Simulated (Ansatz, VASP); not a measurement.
**NbAs in VASP and in Ansatz**

```
Nb As
1.0
    -1.71427    1.71427    5.80080
     1.71427   -1.71427    5.80080
     1.71427    1.71427   -5.80080
Nb As
2 2
Direct
  0.50000 0.00000 0.50000
  0.75000 0.75000 0.00000
  0.91600 0.41600 0.50000
  0.16600 0.16600 0.00000
```

Alike in both runs: task single point; functional PBE; k mesh 11 × 11 × 11; occupations fermi-dirac, width 0.05 eV; no spin polarisation.

|  | VASP | Ansatz |
| --- | --- | --- |
| version | VASP 6.6.1 | Ansatz 0.2.0 |
| potentials or method | VASP PAW PBE potentials, release 64 (Nb_sv, As) | Ansatz PAW |
| plane-wave cutoff (eV) | 520 | 420 |
| valence electrons in the cell | 36 | 56 |

VASP gave:

* gap on the k mesh at the Fermi level (eV): none
* pressure (GPa): 7.1
* traceless stress, the component that is largest in VASP (GPa): 0.16
* rms of the force components (eV/Å): 0.188

Question: Which values does Ansatz return?

Answer: gap on the k mesh at the Fermi level (eV): none; pressure (GPa): 7.0; traceless stress, the component that is largest in VASP (GPa): 0.20; rms of the force components (eV/Å): 0.187.

Atom by atom the forces differ by 0.001 eV/Å (rms over components). A gap of «none» marks a metal or a gap that the smearing closes. VASP's potentials hold 36 valence electrons a cell and Ansatz's 56, so a difference there can come from the potentials and not from the codes.
